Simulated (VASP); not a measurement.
# Ga (C2/c) in VASP: a series of runs

Runs on Ga. Level: LDA. Tasks: single point.

All numbers are computed with VASP 6.6.1; they aren't measurements. Logs are shortened: lines on timing, memory, paths and dates and some standing lists are left out, and cuts for length are marked.

## Step 1: The cell of the first run

It takes space group C2/c (No. 15, monoclinic). The conventional cell has a = 2.766 Å, b = 8.053 Å, c = 3.332 Å, α = 90.00°, β = 92.02°, γ = 90.00°. Ga (site symmetry 2) has 10 Ga at 2.69 to 3.33 Å within 3.5 Å.

## Step 2: Single point, LDA

The input, INCAR:

```
PREC     = Accurate       # precision mode
ENCUT    = 500            # plane-wave cutoff, eV
EDIFF    = 1E-6           # SCF threshold, eV
ISMEAR   = -1             # smearing method
SIGMA    = 0.05           # smearing width, eV
LREAL    = F              # projectors in reciprocal space
LASPH    = T              # aspherical terms in the spheres
NELM     = 120            # most SCF steps
ALGO     = Normal         # electronic algorithm
ISIF     = 2              # what is computed and relaxed
LWAVE    = F              # write WAVECAR
LCHARG   = F              # write CHGCAR
NBANDS   = 20             # bands
GGA_COMPAT= F
```

The input, KPOINTS:

```
regular mesh
0
Gamma
  11 11 9
```

The input, POSCAR:

```
Ga
1.0
    1.3830000000     -4.0265000000      0.0000000000
    1.3830000000      4.0265000000      0.0000000000
   -0.1174474948      0.0000000000      3.3299294416
Ga
2
Direct
    0.8690000000      0.1310000000      0.2500000000
    0.1310000000      0.8690000000      0.7500000000
```

Potentials or basis: VASP PAW LDA potentials, release 64 (Ga_d).

On the command line:

```sh
cat potpaw_LDA.64/Ga_d/POTCAR > POTCAR
mpirun -np 1 vasp_std > vasp.out
```

OUTCAR:

```text
PREC = Accurate
   ENCUT = 500
   EDIFF = 1E-6
   ISMEAR = -1
   LREAL = F
   LASPH = T
   NELM = 120
   ISIF = 2

 ion  position               nearest neighbor table
   1  0.869  0.131  0.250-   2 2.69   2 2.69   2 2.86   2 2.86   2 2.92   2 2.92
   2  0.131  0.869  0.750-   1 2.69   1 2.69   1 2.86   1 2.86   1 2.92   1 2.92

  LATTYP: Found a base centered monoclinic cell.
 ALAT       =     2.7660000000
 B/A-ratio  =     2.9114244396
 C/A-ratio  =     1.2046276211
 COS(beta)  =    -0.0352483478

  Lattice vectors:

 A1 = (   1.3830000000,  -4.0265000000,   0.0000000000)
 A2 = (   1.3830000000,   4.0265000000,   0.0000000000)
 A3 = (  -0.1174474948,   0.0000000000,   3.3299294416)

Analysis of symmetry for initial positions (statically):
=====================================================================
 Subroutine PRICEL returns:
 Original cell was already a primitive cell.

 Routine SETGRP: Setting up the symmetry group for a
 base centered monoclinic supercell.

 Subroutine GETGRP returns: Found  4 space group operations
 (whereof  2 operations were pure point group operations)
 out of a pool of  4 trial point group operations.

The static configuration has the point symmetry S_2 .
 The point group associated with its full space group is C_2h.

Analysis of symmetry for dynamics (positions and initial velocities):
=====================================================================
 Subroutine PRICEL returns:
 Original cell was already a primitive cell.

 Routine SETGRP: Setting up the symmetry group for a
 base centered monoclinic supercell.

 Subroutine GETGRP returns: Found  4 space group operations
 (whereof  2 operations were pure point group operations)
 out of a pool of  4 trial point group operations.

The dynamic configuration has the point symmetry S_2 .
 The point group associated with its full space group is C_2h.

 Subroutine INISYM returns: Found  4 space group operations
 (whereof  2 operations are pure point group operations),
 and found     1 'primitive' translations

----------------------------------------------------------------------------------------

                                     Primitive cell

  volume of cell :      37.0864

  direct lattice vectors                    reciprocal lattice vectors
     1.383000000 -4.026500000  0.000000000     0.361532899 -0.124177325  0.012751361
[... 80 lines left out ...]
   ISPIN  =      1    spin polarized calculation?
   LNONCOLLINEAR =      F non collinear calculations
   LSORBIT =      F    spin-orbit coupling
   LASPH  =      T    aspherical Exc in radial PAW
   ENCUT  =  500.0 eV  36.75 Ry    6.06 a.u.   7.76  7.76  6.08*2*pi/ulx,y,z
   NELM   =    120;   NELMIN=  2; NELMDL= -5     # of ELM steps
   EDIFF  = 0.1E-05   stopping-criterion for ELM
   LREAL  =      F    real-space projection
   EDIFFG = 0.1E-04   stopping-criterion for IOM
   NSW    =      0    number of steps for IOM
   IBRION =     -1    ionic relax: 0-MD 1-quasi-New 2-CG
   NFREE  =      0    steps in history (QN), initial steepest desc. (CG)
   ISIF   =      2    stress and relaxation
   ISYM   =      2    0-nonsym 1-usesym 2-fastsym
   POTIM  = 0.5000    time-step for ionic-motion
   TEBEG  =    0.0;   TEEND  =   0.0 temperature during run
   PSTRESS=    0.0 pullay stress
   NELECT =      26.0000    total number of electrons
   NUPDOWN=      -1.0000    fix difference up-down
   EMIN   =  10.00;   EMAX   =-10.00  energy-range for DOS
   EFERMI =   0.00;   METHOD = LEGACY
   ISMEAR =    -1;   SIGMA  =   0.05  broadening in eV -4-tet -1-fermi 0-gaus
   EFERMI_NEDOS =   21; number of points for ismear=-14 and -15
   IALGO  =     38    algorithm
   IMIX   =      4    mixing-type and parameters
     AMIX     =   0.40;   BMIX     =  1.00
     AMIX_MAG =   1.60;   BMIX_MAG =  1.00
  volume/ion in A,a.u.               =      18.54       125.14
  Fermi-wavevector in a.u.,A,eV,Ry     =   1.454323  2.748273 28.777089  2.115056
  Thomas-Fermi vector in A             =   2.571487
   LORBIT       =      0    0 simple, 1 ext, 2 COOP (PROOUT), +10 PAW based schemes
   GGA     = CA    functional components
   LHFCALC =     F    Hartree Fock is set to
   AEXX    =    0.0000 exact exchange contribution
   IVDW    =     0    specifies the selected vdW correction
   LEPSILON=     F    determine dielectric tensor
   LRPA    =     F    only Hartree local field effects (RPA)
 non-spin polarized calculation
  energy-cutoff  :      500.00
  volume of cell :       37.09
 maximum number of plane-waves:       957
   NGX = 15   NGY = 15   NGZ = 13

 number of electron      25.9999988 magnetization

 Free energy of the ion-electron system (eV)
  ---------------------------------------------------
  ext. energy  EPLUGINS =         0.00000000
  ---------------------------------------------------
  free energy    TOTEN  =        -7.13096251 eV

  energy without entropy =       -7.12506542  energy(sigma->0) =       -7.12801397

 E-fermi :   5.4538     XC(G=0): -11.3703

 val. band max:        5.4518285512   @ k =  -0.2727  -0.3636   0.4444
 cond. band min:       5.4547633010   @ k =   0.3636   0.3636   0.1111
 fundamental gap:      0.0029347498
 Fermi energy:         5.4538373049

 k-point     1 :       0.0000    0.0000    0.0000
  band No.  band energies     occupation
      1      -9.8387      2.00000
      2      -9.8267      2.00000
      3      -9.7920      2.00000
      4      -9.7672      2.00000
      5      -9.4930      2.00000
      6      -9.4928      2.00000
[... 541 lines left out ...]
     19      17.3639      0.00000
     20      17.3663      0.00000

 [... further k-points ...]

------------------------ aborting loop because EDIFF is reached ----------------------------------------

  FORCE on cell =-STRESS in cart. coord.  units (eV):
  Direction    XX          YY          ZZ          XY          YZ          ZX
  --------------------------------------------------------------------------------------
  -------------------------------------------------------------------------------------
  Total       -1.0170339     -0.9198818     -0.6572689      0.0000000      0.0000000      0.0686758
  in kB      -43.9370713    -39.7399836    -28.3947950      0.0000000      0.0000000      2.9668749
  external PRESSURE =     -37.3572833 kB  Pullay stress =       0.0000000 kB

 VOLUME and BASIS-vectors are now :
 -----------------------------------------------------------------------------
  energy-cutoff  :      500.00
  volume of cell :       37.09
      direct lattice vectors                 reciprocal lattice vectors
     1.383000000 -4.026500000  0.000000000     0.361532899 -0.124177325  0.012751361
     1.383000000  4.026500000  0.000000000     0.361532899  0.124177325  0.012751361
    -0.117447495  0.000000000  3.329929442     0.000000000  0.000000000  0.300306663

 POSITION                                       TOTAL-FORCE (eV/Angst)
 -----------------------------------------------------------------------------------
      1.35364     -2.97156      0.83248        -0.000000      0.207785      0.000000
      1.29491      2.97156      2.49745         0.000000     -0.207785     -0.000000
 -----------------------------------------------------------------------------------
    total drift:                                0.000000      0.000000     -0.000000

  FREE ENERGIE OF THE ION-ELECTRON SYSTEM (eV)
  ---------------------------------------------------
  free  energy   TOTEN  =        -7.1309625128 eV

  energy  without entropy=       -7.1250654217  energy(sigma->0) =       -7.12801397
```

stdout:

```text
POSCAR found type information on POSCAR Ga
 POSCAR found :  1 types and       2 ions
 scaLAPACK will be used
 LDA part: xc-table for (Slater(with rela. corr.)+CA(PZ))
 , standard interpolation
 POSCAR, INCAR and KPOINTS ok, starting setup
 FFT: planning ... GRIDC
 FFT: planning ... GRID_SOFT
 FFT: planning ... GRID
 WAVECAR not read
 entering main loop
```

It took 2.4 min on 1 thread of Intel Xeon 8259CL, shared host; peak memory 0.27 GiB.

Results:

```
Free energy            : -7.1310 eV
Pressure               : -3.7 GPa
Largest force          : 0.208 eV/Å
Band gap on the k mesh : zero (bands 13 and 14 overlap by 7.85 eV)
```

Forces on the atoms (eV/Å):
```
Ga   0.000  0.208  0.000
Ga   0.000 -0.208  0.000
```

Stress tensor (GPa, compression positive):
```
-4.39  0.00  0.30
 0.00 -3.97  0.00
 0.30  0.00 -2.84
```

Levels at points of the mesh, in eV from the Fermi level:
| k point | band 10 | band 11 | band 12 | band 13 | band 14 | band 15 | band 16 | band 17 |
| --- | --- | --- | --- | --- | --- | --- | --- | --- |
| (0.00, 0.00, 0.00) | -14.77 | -11.28 | -2.13 | -1.76 | 1.55 | 5.48 | 9.56 | 10.02 |

Caveat: the cell stands under tension.

## Step 3: Single point, LDA

The input, INCAR:

```
SYSTEM = Ga
ALGO = Normal
EDIFF = 1E-6
ENCUT = 500
GGA = CA
GGA_COMPAT = .False.
ISIF = 2
ISMEAR = -1
LASPH = .True.
LCHARG = .False.
LREAL = .False.
LWAVE = .False.
NBANDS = 20
NELM = 120
PREC = Accurate
SIGMA = 0.05
```

The input, KPOINTS:

```
k-points
0
Gamma
  11 11 9
  0 0 0
```

POSCAR is that of step 2.

Potentials or basis: VASP PAW LDA potentials, release 64 (Ga_d).

On the command line:

```sh
cat potpaw_LDA.64/Ga_d/POTCAR > POTCAR
mpirun -np 1 vasp_std > vasp.out
```

Run time: 2.7 min. Hardware: 1 thread of Intel Xeon 8259CL, shared host; peak memory 0.27 GiB.

It converged, with:

- Free energy: -7.1310 eV
- Pressure: -3.7 GPa
- Largest force: 0.208 eV/Å
- Band gap on the k mesh: zero (bands 13 and 14 overlap by 7.85 eV)

Forces on the atoms (eV/Å):
```
Ga   0.000  0.208  0.000
Ga   0.000 -0.208  0.000
```

Stress tensor (GPa, compression positive):
```
-4.39  0.00  0.30
 0.00 -3.97  0.00
 0.30  0.00 -2.84
```

Levels at points of the mesh, in eV from the Fermi level:
| k point | band 11 | band 12 | band 13 | band 14 | band 15 | band 16 |
| --- | --- | --- | --- | --- | --- | --- |
| (0.00, 0.00, 0.00) | -11.28 | -2.13 | -1.76 | 1.55 | 5.48 | 9.56 |

Caveat: the cell stands under tension.
